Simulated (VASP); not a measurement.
Set up this calculation in VASP 6.6.1, as the native input.

```yaml
Task: single point
Functional: LDA
Potentials_or_basis: VASP PAW LDA potentials, release 64 (Mg, B)
Cutoff: 520 eV
k_mesh: 10 × 10 × 8
Occupations: fermi-dirac, width 0.05 eV
Spin: no spin polarisation
Dipole_correction: no
Further_INCAR_settings: ALGO = Normal; EDIFF = 1e-06; NBANDS = 11
```

The structure of MgB2 lies in POSCAR:

```
MgB2
1.0
    3.0850000000      0.0000000000      0.0000000000
   -1.5425000000      2.6716883707      0.0000000000
    0.0000000000      0.0000000000      3.5230000000
Mg B
1 2
Direct
    0.0000000000      0.0000000000      0.0000000000
    0.6666666667      0.3333333333      0.5000000000
    0.3333333333      0.6666666667      0.5000000000
```

These files were run (other wordings do the same):

INCAR

```
SYSTEM = MgB2
PREC = Accurate ; ENCUT = 520
EDIFF = 1E-6 ; ISMEAR = -1
SIGMA = 0.05 ; LREAL = .FALSE.
LASPH = .TRUE. ; NELM = 80
ALGO = Normal ; ISIF = 2
LWAVE = .FALSE. ; LCHARG = .TRUE.
GGA = CA ; LELF = .TRUE.
LVHAR = .TRUE. ; NBANDS = 11
```

KPOINTS

```
regular mesh
0
G
  10 10 8
  0 0 0
```

Potentials or basis: VASP PAW LDA potentials, release 64 (Mg, B).

The run is started by

```console
$ cat potpaw_LDA.64/Mg/POTCAR potpaw_LDA.64/B/POTCAR > POTCAR
$ mpirun -np 1 vasp_std > vasp.out
```

It gave:

The pressure is -8.1 GPa. The band gap on the k mesh is zero (band 4 reaches 6.34 eV, above the bottom of band 5 at 3.89 eV).

Run time: 8.2 s on 1 thread of Intel(R) Xeon(R) Platinum 8488C (Sapphire Rapids), with other jobs on the host, peak memory 0.15 GiB.
